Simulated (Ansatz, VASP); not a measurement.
# Two plane-wave programs on SnO

```
Sn O
1.0
     3.68169    0.00000    0.00000
     0.00000    3.68169    0.00000
     0.00000    0.00000    5.45811
Sn O
2 2
Direct
  0.00000 0.50000 0.24575
  0.50000 0.00000 0.75425
  0.00000 0.00000 0.00000
  0.50000 0.50000 0.00000
```

Alike in both runs: task single point; functional LDA; k mesh 12 × 12 × 10; occupations gaussian, width 0.15 eV; no spin polarisation.

|  | VASP | Ansatz |
| --- | --- | --- |
| version | VASP 6.6.1 | Ansatz 0.2.0 |
| potentials or method | VASP PAW LDA potentials, release 64 (Sn_d, O), cutoff 520 eV | scalar-relativistic, plane waves, PAW |
| valence electrons in the cell | 40 | 40 |

Ansatz gave:

* gap on the k mesh at the Fermi level (eV): none
* pressure (GPa): -8.0
* traceless stress, the component that is largest in VASP (GPa): -10.53
* rms of the force components (eV/Å): 1.167

Q: What did VASP give for the same quantities?

A: gap on the k mesh at the Fermi level (eV): none; pressure (GPa): -7.8; traceless stress, the component that is largest in VASP (GPa): -10.48; rms of the force components (eV/Å): 1.131.

LDA's correlation is that of Perdew and Zunger in VASP and of Perdew and Wang (1992) in Ansatz. Atom by atom the forces differ by 0.036 eV/Å (rms over components). A gap of «none» marks a metal or a gap that the smearing closes.
